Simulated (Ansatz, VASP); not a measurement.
# ZnS in VASP and in Ansatz

Contents of INCAR:

```
SYSTEM = ZnS
PREC = Accurate ; ENCUT = 520
EDIFF = 1E-6 ; ISMEAR = 0
SIGMA = 0.05 ; LREAL = .False.
LASPH = .True. ; NELM = 100
ALGO = Normal ; ISIF = 2
LWAVE = .False. ; LCHARG = .False.
GGA = PE ; NBANDS = 26
```

Contents of KPOINTS:

```
Automatic mesh
0
Gamma
  12 12 6
  0 0 0
```

File POSCAR:

```
ZnS
1.0
    3.8109987816      0.0000000000      0.0000000000
   -1.9054993908      3.3004217586      0.0000000000
    0.0000000000      0.0000000000      6.2340000000
Zn S
2 2
Direct
    0.3333333333      0.6666666667      0.0000000000
    0.6666666667      0.3333333333      0.5000000000
    0.3333333333      0.6666666667      0.3128152069
    0.6666666667      0.3333333333      0.8850000000
```

Input for Ansatz:

```yaml
crystal:
  lattice:
    - [3.8109987816, 0.0, 0.0]
    - [-1.9054993908, 3.3004217586, 0.0]
    - [0.0, 0.0, 6.234]
  atoms:
    - { symbol: Zn, position: [0.3333333333, 0.6666666667, 0.0] }
    - { symbol: Zn, position: [0.6666666667, 0.3333333333, 0.5] }
    - { symbol: S, position: [0.3333333333, 0.6666666667, 0.3128152069] }
    - { symbol: S, position: [0.6666666667, 0.3333333333, 0.885] }
basis:
  ecutwfc: 420
kpoints:
  mp_grid: { grid: [12, 12, 6] }
hamiltonian:
  xc: pbe
scf:
  occupations: { method: gaussian, width: 0.05 }
output:
  forces: true
  stress: true
  eigenvalues: true
```

Alike in both runs: task single point; functional PBE; k mesh 12 × 12 × 6; occupations gaussian, width 0.05 eV; no spin polarisation.

|  | VASP | Ansatz |
| --- | --- | --- |
| version | VASP 6.6.1 | Ansatz 0.2.0 |
| potentials or method | VASP PAW PBE potentials, release 64 (Zn, S), cutoff 520 eV | scalar-relativistic, plane waves, PAW |
| valence electrons in the cell | 36 | 36 |

Ansatz gave:

* gap on the k mesh at the Fermi level (eV): 1.84
* least direct gap on the mesh (eV): 1.84
* pressure (GPa): 7.2
* traceless stress, the component that is largest in VASP (GPa): 12.01
* rms of the force components (eV/Å): 2.579

Problem. What did VASP give for the same quantities?

Solution. gap on the k mesh at the Fermi level (eV): 1.84; least direct gap on the mesh (eV): 1.84; pressure (GPa): 7.4; traceless stress, the component that is largest in VASP (GPa): 12.06; rms of the force components (eV/Å): 2.589.

Atom by atom the forces differ by 0.011 eV/Å (rms over components). The functional is the same, so the differences come from potentials, cutoffs and numerics.
